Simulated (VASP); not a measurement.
Crystal: TiSi2.

```
Ti Si
1.0
    -1.47287    1.71213    4.21208
     1.47287   -1.71213    4.21208
     1.47287    1.71213   -4.21208
Ti Si
1 2
Direct
  0.00000 0.00000 0.00000
  0.67008 0.67008 0.00000
  0.32992 0.32992 0.00000
```

- Program: VASP 6.6.1
- Task: relaxation of cell and atoms
- Functional: PBE
- Potentials or basis: VASP PAW PBE potentials, release 64 (Ti_sv, Si)
- Cutoff: 600 eV
- k mesh: 12 × 12 × 12
- Occupations: fermi-dirac, width 0.05 eV
- Spin: no spin polarisation
- Hubbard terms: Ti d U = 4.0 eV

At the start: pressure 4.9 GPa; volume 14.16 Å³/atom.

Q: Where does the relaxation end?

A: Over 9 steps the energy falls by 8.3 meV/atom and the volume is 14.65 Å³/atom (+3.4 %); space group Immm (No. 71, to 0.1 Å) before and after.

The path:
| step | energy change (eV) | largest force (eV/Å) | pressure (GPa) | volume (Å³) |
| --- | --- | --- | --- | --- |
| 1 | 0.0000 | 0.1612 | 4.87 | 42.49 |
| 2 | -0.0102 | 0.0276 | -3.47 | 45.19 |
| 3 | -0.0232 | 0.0797 | -0.13 | 44.00 |
| 4 | -0.0242 | 0.0512 | -0.06 | 43.98 |
| 5 | -0.0246 | 0.0258 | 0.02 | 43.96 |
| 6 | -0.0247 | 0.0229 | 0.03 | 43.96 |
| 7 | -0.0249 | 0.0162 | 0.00 | 43.97 |
| 8 | -0.0250 | 0.0100 | -0.05 | 43.99 |
| 9 | -0.0250 | 0.0038 | 0.04 | 43.95 |

Final structure:
```cif
data_structure
_symmetry_space_group_name_H-M 'P 1'
_symmetry_Int_Tables_number 1
_cell_length_a 4.8256
_cell_length_b 4.8256
_cell_length_c 4.8256
_cell_angle_alpha 143.734
_cell_angle_beta 138.211
_cell_angle_gamma 56.504
_cell_volume 43.95
loop_
_atom_site_label
_atom_site_type_symbol
_atom_site_fract_x
_atom_site_fract_y
_atom_site_fract_z
_atom_site_occupancy
Ti1 Ti 0.00000 0.00000 0.00000 1
Si1 Si 0.67212 0.67212 0.00000 1
Si2 Si 0.32788 0.32788 0.00000 1
```

Caveat: U without spin polarisation on a metal has little footing; the U is typed as a test and isn't derived for this compound.
